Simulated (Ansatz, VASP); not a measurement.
**GaN: VASP beside Ansatz**

```
Ga N
1.0
     3.18000    0.00000    0.00000
    -1.59000    2.75396    0.00000
     0.00000    0.00000    5.16600
Ga N
2 2
Direct
  0.66667 0.33333 0.50000
  0.33333 0.66667 0.00000
  0.66667 0.33333 0.87500
  0.33333 0.66667 0.37500
```

Alike in both runs: task relaxation of cell and atoms; functional RPBE; k mesh 7 × 7 × 4; occupations fermi-dirac, width 0.05 eV; no spin polarisation.

|  | VASP | Ansatz |
| --- | --- | --- |
| version | VASP 6.6.1 | Ansatz 0.2.0 |
| potentials or method | VASP PAW PBE potentials, release 64 (Ga_d, N), cutoff 600 eV | all-electron LAPW, scalar-relativistic |

VASP gave:

* relaxed volume (Å³/atom): 12.03
* relaxed cell length with the largest relative difference (Å): 5.287

Which values does Ansatz return?

Relaxed volume (Å³/atom): 12.02; relaxed cell length with the largest relative difference (Å): 5.280.

VASP's potentials were made for PBE, not for RPBE. Ansatz ran all-electron here, and VASP with PAW potentials.

Noted on Ansatz's run: the k mesh is thin for a metal, which can move the energy by tens of meV per atom.
